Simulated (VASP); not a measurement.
# Si2Mo (I4/mmm) in VASP: notebook

Si2Mo is run at these levels: PBE+D3(BJ), revPBE; tasks: single point, relaxation of cell and atoms.

All numbers are computed with VASP 6.6.1; they aren't measurements. Logs are shortened: lines on timing, memory, paths and dates and some standing lists are left out, and cuts for length are marked.

**1. The cell of the first run**

Symmetry: I4/mmm, No. 139, tetragonal system. The conventional cell has a = 3.200 Å, b = 3.200 Å, c = 7.861 Å, α = 90.00°, β = 90.00°, γ = 90.00°. Mo (site symmetry 4/mmm) has 10 Si at 2.62 Å and 4 Mo at 3.20 Å within 3.5 Å. Within 3.4 Å of Si (site symmetry 4mm) lie 9 Si at 2.61 to 3.20 Å and 5 Mo at 2.62 Å.

**2. Single point, PBE+D3(BJ)**

The input, INCAR:

```
PREC = Accurate
ENCUT = 520
EDIFF = 1E-7
ISMEAR = -1
SIGMA = 0.05
LREAL = False
LASPH = True
NELM = 100
ALGO = Normal
ISIF = 2
LWAVE = False
LCHARG = True
GGA = PE
IVDW = 12
LELF = True
LVHAR = True
NBANDS = 18
```

The input, KPOINTS:

```
regular mesh
0
Gamma
  12 12 12
```

The input, POSCAR:

```
Si2Mo
1.0
   -1.6000000000      1.6000000000      3.9305000000
    1.6000000000     -1.6000000000      3.9305000000
    1.6000000000      1.6000000000     -3.9305000000
Mo Si
1 2
Direct
    0.0000000000      0.0000000000      0.0000000000
    0.6670000000      0.6670000000      0.0000000000
    0.3330000000      0.3330000000      0.0000000000
```

Potentials or basis: VASP PAW PBE potentials, release 64 (Mo_sv, Si).

Command:

```sh
> cat potpaw_PBE.64/Mo_sv/POTCAR potpaw_PBE.64/Si/POTCAR > POTCAR
> mpirun -np 1 vasp_std > vasp.out
```

OUTCAR:

```text
PREC = Accurate
   ENCUT = 520
   EDIFF = 1E-7
   ISMEAR = -1
   LREAL = False
   LASPH = True
   NELM = 100
   ISIF = 2
   GGA = PE
   IVDW = 12
 IVDW          = 12

 ion  position               nearest neighbor table
   1  0.000  0.000  0.000-   2 2.62   3 2.62   2 2.62   3 2.62   2 2.62   3 2.62   3 2.62   2 2.62
                             2 2.62   3 2.62
   2  0.667  0.667  0.000-   3 2.61   3 2.61   3 2.61   3 2.61   1 2.62   1 2.62   1 2.62   1 2.62
                             1 2.62   3 2.63
   3  0.333  0.333  0.000-   2 2.61   2 2.61   2 2.61   2 2.61   1 2.62   1 2.62   1 2.62   1 2.62
                             1 2.62   2 2.63

  LATTYP: Found a body centered tetragonal cell.
 ALAT       =     3.2000000000
 C/A-ratio  =     2.4565625000

  Lattice vectors:

 A1 = (  -1.6000000000,   1.6000000000,   3.9305000000)
 A2 = (   1.6000000000,  -1.6000000000,   3.9305000000)
 A3 = (   1.6000000000,   1.6000000000,  -3.9305000000)

Analysis of symmetry for initial positions (statically):
=====================================================================
 Subroutine PRICEL returns:
 Original cell was already a primitive cell.

 Routine SETGRP: Setting up the symmetry group for a
 body centered tetragonal supercell.

 Subroutine GETGRP returns: Found 16 space group operations
 (whereof 16 operations were pure point group operations)
 out of a pool of 16 trial point group operations.

The static configuration has the point symmetry D_4h.

Analysis of symmetry for dynamics (positions and initial velocities):
=====================================================================
 Subroutine PRICEL returns:
 Original cell was already a primitive cell.

 Routine SETGRP: Setting up the symmetry group for a
 body centered tetragonal supercell.

 Subroutine GETGRP returns: Found 16 space group operations
 (whereof 16 operations were pure point group operations)
 out of a pool of 16 trial point group operations.

The dynamic configuration has the point symmetry D_4h.

 Subroutine INISYM returns: Found 16 space group operations
 (whereof 16 operations are pure point group operations),
 and found     1 'primitive' translations

----------------------------------------------------------------------------------------

                                     Primitive cell

  volume of cell :      40.2483

  direct lattice vectors                    reciprocal lattice vectors
    -1.600000000  1.600000000  3.930500000     0.000000000  0.312500000  0.127210279
[... 88 lines left out ...]
   EDIFF  = 0.1E-06   stopping-criterion for ELM
   LREAL  =      F    real-space projection
   EDIFFG = 0.1E-05   stopping-criterion for IOM
   NSW    =      0    number of steps for IOM
   IBRION =     -1    ionic relax: 0-MD 1-quasi-New 2-CG
   NFREE  =      0    steps in history (QN), initial steepest desc. (CG)
   ISIF   =      2    stress and relaxation
   ISYM   =      2    0-nonsym 1-usesym 2-fastsym
   POTIM  = 0.5000    time-step for ionic-motion
   TEBEG  =    0.0;   TEEND  =   0.0 temperature during run
   PSTRESS=    0.0 pullay stress
   NELECT =      22.0000    total number of electrons
   NUPDOWN=      -1.0000    fix difference up-down
   EMIN   =  10.00;   EMAX   =-10.00  energy-range for DOS
   EFERMI =   0.00;   METHOD = LEGACY
   ISMEAR =    -1;   SIGMA  =   0.05  broadening in eV -4-tet -1-fermi 0-gaus
   EFERMI_NEDOS =   21; number of points for ismear=-14 and -15
   IALGO  =     38    algorithm
   IMIX   =      4    mixing-type and parameters
     AMIX     =   0.40;   BMIX     =  1.00
     AMIX_MAG =   1.60;   BMIX_MAG =  1.00
  volume/ion in A,a.u.               =      13.42        90.54
  Fermi-wavevector in a.u.,A,eV,Ry     =   1.338546  2.529484 24.377614  1.791704
  Thomas-Fermi vector in A             =   2.467007
   LORBIT       =      0    0 simple, 1 ext, 2 COOP (PROOUT), +10 PAW based schemes
   GGA     = PE    functional components
   LHFCALC =     F    Hartree Fock is set to
   AEXX    =    0.0000 exact exchange contribution
   IVDW    =    12    specifies the selected vdW correction
   LEPSILON=     F    determine dielectric tensor
   LRPA    =     F    only Hartree local field effects (RPA)
 non-spin polarized calculation
  energy-cutoff  :      520.00
  volume of cell :       40.25
 maximum number of plane-waves:      1112
 NGX is ok and might be reduce to    36
   NGX = 17   NGY = 17   NGZ = 17

 number of electron      22.0000000 magnetization

 Free energy of the ion-electron system (eV)
  ---------------------------------------------------
  ext. energy  EPLUGINS =         0.00000000
  ---------------------------------------------------
  free energy    TOTEN  =       -23.25333841 eV

  energy without entropy =      -23.25108780  energy(sigma->0) =      -23.25221311

 E-fermi :  12.2754     XC(G=0): -12.4280

 val. band max:       12.2044143721   @ k =  -0.3333  -0.4167   0.3333
 cond. band min:      12.3165334470   @ k =   0.0833  -0.0000   0.0000
 fundamental gap:      0.1121190749
 Fermi energy:        12.2754406470

 k-point     1 :       0.0000    0.0000    0.0000
  band No.  band energies     occupation
      1     -48.4672      2.00000
      2     -22.6301      2.00000
      3     -22.5326      2.00000
      4     -22.5326      2.00000
      5      -1.1900      2.00000
      6       5.9295      2.00000
[... 481 lines left out ...]
      5       1.7499      2.00000
      6       4.2598      2.00000
[... 10 lines left out ...]
     17      19.5930      0.00000
     18      20.4378      0.00000

 [... further k-points ...]

------------------------ aborting loop because EDIFF is reached ----------------------------------------

 Edisp (eV)   -1.72848

 E8    (eV) :    -0.7515

  FORCE on cell =-STRESS in cart. coord.  units (eV):
  Direction    XX          YY          ZZ          XY          YZ          ZX
  --------------------------------------------------------------------------------------
  -------------------------------------------------------------------------------------
  Total      -1.08018    -1.08018    -1.39969     0.00000     0.00000     0.00000
  in kB     -42.99899   -42.99899   -55.71808     0.00000     0.00000     0.00000
  external pressure =      -47.24 kB  Pullay stress =        0.00 kB

 VOLUME and BASIS-vectors are now :
 -----------------------------------------------------------------------------
  energy-cutoff  :      520.00
  volume of cell :       40.25
      direct lattice vectors                 reciprocal lattice vectors
    -1.600000000  1.600000000  3.930500000     0.000000000  0.312500000  0.127210279
     1.600000000 -1.600000000  3.930500000     0.312500000  0.000000000  0.127210279
     1.600000000  1.600000000 -3.930500000     0.312500000  0.312500000  0.000000000

 POSITION                                       TOTAL-FORCE (eV/Angst)
 -----------------------------------------------------------------------------------
      0.00000      0.00000      0.00000        -0.000000     -0.000000      0.000000
      0.00000      0.00000      5.24329        -0.000000     -0.000000     -0.276942
      0.00000      0.00000      2.61771         0.000000      0.000000      0.276942
 -----------------------------------------------------------------------------------
    total drift:                                0.000000      0.000000     -0.000000

  FREE ENERGIE OF THE ION-ELECTRON SYSTEM (eV)
  ---------------------------------------------------
  free  energy   TOTEN  =       -24.9818220870 eV

  energy  without entropy=      -24.9795714759  energy(sigma->0) =      -24.98069678
```

OSZICAR:

```text
N       E                     dE             d eps       ncg     rms          rms(c)
DAV:   1     0.120809489378E+03    0.12081E+03   -0.11295E+04  5868   0.116E+03
DAV:   2    -0.210267071897E+02   -0.14184E+03   -0.13884E+03  7018   0.298E+02
DAV:   3    -0.241479312031E+02   -0.31212E+01   -0.30832E+01  7292   0.393E+01
DAV:   4    -0.241659785582E+02   -0.18047E-01   -0.18033E-01  6878   0.321E+00
DAV:   5    -0.241661006943E+02   -0.12214E-03   -0.12213E-03  6988   0.282E-01    0.213E+01
DAV:   6    -0.234171045097E+02    0.74900E+00   -0.59137E+00  6188   0.157E+01    0.466E+00
DAV:   7    -0.232890496103E+02    0.12805E+00   -0.91388E-01  6132   0.569E+00    0.445E+00
DAV:   8    -0.232541243158E+02    0.34925E-01   -0.10150E-01  6358   0.236E+00    0.454E-01
DAV:   9    -0.232533979034E+02    0.72641E-03   -0.19744E-03  6964   0.359E-01    0.254E-01
DAV:  10    -0.232533550714E+02    0.42832E-04   -0.52203E-04  6544   0.193E-01    0.545E-02
DAV:  11    -0.232533427076E+02    0.12364E-04   -0.18510E-04  6448   0.101E-01    0.427E-02
DAV:  12    -0.232533392311E+02    0.34765E-05   -0.29351E-05  6260   0.380E-02    0.860E-03
DAV:  13    -0.232533386245E+02    0.60663E-06   -0.13487E-06  6338   0.968E-03    0.294E-03
DAV:  14    -0.232533384406E+02    0.18395E-06   -0.26041E-08  3414   0.117E-03    0.585E-04
DAV:  15    -0.232533384112E+02    0.29384E-07   -0.34123E-09  3186   0.430E-04
   1 F= -.24981822E+02 E0= -.24980697E+02  d E =-.225061E-02
```

Run time: 1.7 min. Hardware: 1 thread of Intel Xeon Platinum 8488C (Sapphire Rapids), shared host; peak memory 0.29 GiB.

Results:

```yaml
Free_energy: -24.9818 eV
Pressure: -4.7 GPa
Largest_force: 0.277 eV/Å
Band_gap_on_the_k_mesh: zero (band 11 reaches 12.78 eV, above the bottom of band 12 at 11.74 eV)
Dispersion_energy_per_atom: -0.576 eV
```

Forces on the atoms (eV/Å):
```
Mo   0.000  0.000  0.000
Si   0.000  0.000 -0.277
Si   0.000  0.000  0.277
```

Stress tensor (GPa, compression positive):
```
-4.30  0.00  0.00
 0.00 -4.30  0.00
 0.00  0.00 -5.57
```

Caveat: pairwise dispersion overbinds metals, which lowers pressure and volume.

**3. Single point, revPBE**

This run uses another cell than the first one, of 13.71 Å³/atom, 1.022 times its volume.

The input, INCAR:

```
SYSTEM = Si2Mo
PREC     = Accurate       ! precision mode
ENCUT    = 520            ! plane-wave cutoff, eV
EDIFF    = 1E-6           ! SCF threshold, eV
ISMEAR   = -1             ! smearing method
SIGMA    = 0.05           ! smearing width, eV
LREAL    = .FALSE.        ! projectors in reciprocal space
LASPH    = .TRUE.         ! aspherical terms in the spheres
NELM     = 100            ! most SCF steps
ALGO     = Normal         ! electronic algorithm
ISIF     = 2              ! what is computed and relaxed
LWAVE    = .FALSE.        ! write WAVECAR
LCHARG   = .TRUE.         ! write CHGCAR
GGA      = RE             ! functional
LELF     = .TRUE.         ! ELF
LVHAR    = .TRUE.       
NBANDS   = 18             ! bands
```

The input, KPOINTS:

```
Automatic mesh
0
G
  12 12 12
  0 0 0
```

The input, POSCAR:

```
Si2Mo
1.0
   -1.6134902041      1.6134902041      3.9484210937
    1.6134902041     -1.6134902041      3.9484210937
    1.6134902041      1.6134902041     -3.9484210937
Mo Si
1 2
Direct
    0.0000000000      0.0000000000      0.0000000000
    0.6649218126      0.6649218126      0.0000000000
    0.3350781874      0.3350781874      0.0000000000
```

Potentials or basis: VASP PAW PBE potentials, release 64 (Mo_sv, Si).

Command:

```sh
> cat potpaw_PBE.64/Mo_sv/POTCAR potpaw_PBE.64/Si/POTCAR > POTCAR
> mpirun -np 1 vasp_std > vasp.out
```

Run time: 86 s. Hardware: 1 thread of Intel Xeon Platinum 8488C (Sapphire Rapids), shared host; peak memory 0.28 GiB.

Results (log left out):

- Free energy: -22.3357 eV
- Pressure: -0.1 GPa
- Largest force: 0.005 eV/Å
- Band gap on the k mesh: zero (band 11 reaches 12.44 eV, above the bottom of band 12 at 11.51 eV)

Forces in eV/Å, atoms in the order of the input:
```
Mo   0.000  0.000  0.000
Si   0.000  0.000  0.005
Si   0.000  0.000 -0.005
```

Stress tensor (GPa, compression positive):
```
-0.05  0.00  0.00
 0.00 -0.05  0.00
 0.00  0.00 -0.16
```

Levels at points of the mesh, in eV from the Fermi level:
```csv
k point,band 8,band 9,band 10,band 11,band 12,band 13,band 14,band 15
"(0.00, 0.00, 0.00)",-2.93,-2.55,-2.55,0.36,3.05,3.25,3.46,3.46
"(0.50, 0.00, 0.00)",-4.42,-2.51,-2.48,-0.47,2.20,3.07,3.93,4.17
"(0.50, 0.50, 0.00)",-5.17,-4.34,-2.95,-1.21,2.25,2.65,3.09,3.28
"(0.50, 0.50, 0.50)",-2.12,-0.55,-0.55,-0.47,-0.47,0.49,4.69,4.96
```

Caveat: the PAW data sets were made with another functional, which shifts forces and pressure a little.

**4. Relaxation of cell and atoms, revPBE**

The input, INCAR:

```
SYSTEM = Si2Mo
  ALGO = Normal
  EDIFF = 1E-7
  EDIFFG = -0.01
  ENCUT = 600
  GGA = RE
  IBRION = 2
  ISIF = 3
  ISMEAR = -1
  LASPH = .True.
  LCHARG = .False.
  LREAL = .False.
  LWAVE = .False.
  NELM = 100
  NSW = 60
  PREC = Accurate
  SIGMA = 0.05
```

The input, KPOINTS:

```
k-points
0
Gamma
  12 12 12
  0 0 0
```

The input, POSCAR:

```
Si2Mo
1.0
   -1.6000000000      1.6000000000      3.9305000000
    1.6000000000     -1.6000000000      3.9305000000
    1.6000000000      1.6000000000     -3.9305000000
Mo Si
1 2
Direct
    0.0000000000      0.0000000000      0.0000000000
    0.6670000000      0.6670000000      0.0000000000
    0.3330000000      0.3330000000      0.0000000000
```

Command:

```sh
> cat potpaw_PBE.64/Mo_sv/POTCAR potpaw_PBE.64/Si/POTCAR > POTCAR
> mpirun -np 1 vasp_std > vasp.out
```

Run time: 5.5 min. Hardware: 1 thread of Intel Xeon Platinum 8488C (Sapphire Rapids), shared host; peak memory 0.3 GiB.

Results (log left out):

```yaml
Free_energy: -22.3357 eV
Relaxed_volume: 13.70 Å³/atom
Relaxed_cell: a = 4.559 Å, b = 4.559 Å, c = 4.559 Å, α = 138.56°, β = 138.56°, γ = 60.04°
Space_group_after_relaxing_to_0.05_Å: I4/mmm (No. 139)
Energy_gained_by_relaxing: 4.9 meV/atom
Ionic_steps: 6
Pressure_after_relaxing: 0.0 GPa
Largest_force_after_relaxing: 0.004 eV/Å
Band_gap_on_the_k_mesh: zero (band 11 reaches 12.45 eV, above the bottom of band 12 at 11.52 eV)
```

Forces on the atoms (eV/Å):
```
Mo   0.000  0.000  0.000
Si   0.000  0.000  0.004
Si   0.000  0.000 -0.004
```

Stress tensor (GPa, compression positive):
```
 0.05  0.00  0.00
 0.00  0.05  0.00
 0.00  0.00 -0.07
```

The path:
```csv
step,energy change (eV),largest force (eV/Å),pressure (GPa),volume (Å³)
1,0.0000,0.2525,4.06,40.25
2,0.0062,0.1252,-5.43,42.26
3,-0.0125,0.1892,-0.44,41.14
4,-0.0146,0.0248,-0.02,41.09
5,-0.0146,0.0203,0.00,41.09
6,-0.0147,0.0041,0.01,41.09
```

Final structure:
```cif
data_structure
_symmetry_space_group_name_H-M 'P 1'
_symmetry_Int_Tables_number 1
_cell_length_a 4.5594
_cell_length_b 4.5594
_cell_length_c 4.5594
_cell_angle_alpha 138.562
_cell_angle_beta 138.562
_cell_angle_gamma 60.043
_cell_volume 41.09
loop_
_atom_site_label
_atom_site_type_symbol
_atom_site_fract_x
_atom_site_fract_y
_atom_site_fract_z
_atom_site_occupancy
Mo1 Mo 0.00000 0.00000 0.00000 1
Si1 Si 0.66494 0.66494 0.00000 1
Si2 Si 0.33506 0.33506 0.00000 1
```

Levels at points of the mesh, in eV from the Fermi level:
| k point | band 7 | band 8 | band 9 | band 10 | band 11 | band 12 | band 13 | band 14 | band 15 |
| --- | --- | --- | --- | --- | --- | --- | --- | --- | --- |
| (0.00, 0.00, 0.00) | -3.40 | -2.93 | -2.55 | -2.55 | 0.36 | 3.06 | 3.24 | 3.46 | 3.46 |
| (0.50, 0.00, 0.00) | -4.84 | -4.42 | -2.51 | -2.48 | -0.48 | 2.20 | 3.07 | 3.94 | 4.17 |
| (0.50, 0.50, 0.00) | -5.55 | -5.18 | -4.35 | -2.95 | -1.21 | 2.25 | 2.66 | 3.09 | 3.28 |
| (0.50, 0.50, 0.50) | -3.40 | -2.12 | -0.55 | -0.55 | -0.47 | -0.47 | 0.49 | 4.69 | 4.97 |

Caveat: the PAW data sets were made with another functional, which shifts forces and pressure a little. revPBE gives volumes clearly too large for solids.

**5. Summary**

| task | level | cell | cutoff (eV) | gap on the mesh (eV) | pressure (GPa) | largest force (eV/Å) |
| --- | --- | --- | --- | --- | --- | --- |
| single point | PBE+D3(BJ) | a = 4.535 Å, angles 138.7, 138.7, 59.9°, 3 atoms | 520 | none | -4.7 | 0.28 |
| single point | revPBE | a = 4.560 Å, angles 138.6, 138.6, 60.0°, 3 atoms | 520 | none | -0.1 | 0.01 |
| relaxation of cell and atoms | revPBE | relaxed from a = 4.535 Å, angles 138.7, 138.7, 59.9°, 3 atoms | 600 | none | 0.0 | - |

Alike in all rows: potentials or basis VASP PAW PBE potentials, release 64 (Mo_sv, Si); no spin polarisation; k mesh 12 × 12 × 12; smearing fermi-dirac 0.05 eV.

Caveats: the PAW data sets were made with another functional, which shifts forces and pressure a little (some runs); pairwise dispersion overbinds metals, which lowers pressure and volume (some runs).

Total energies depend on the potentials used, so only differences within one code and one set of settings carry meaning.
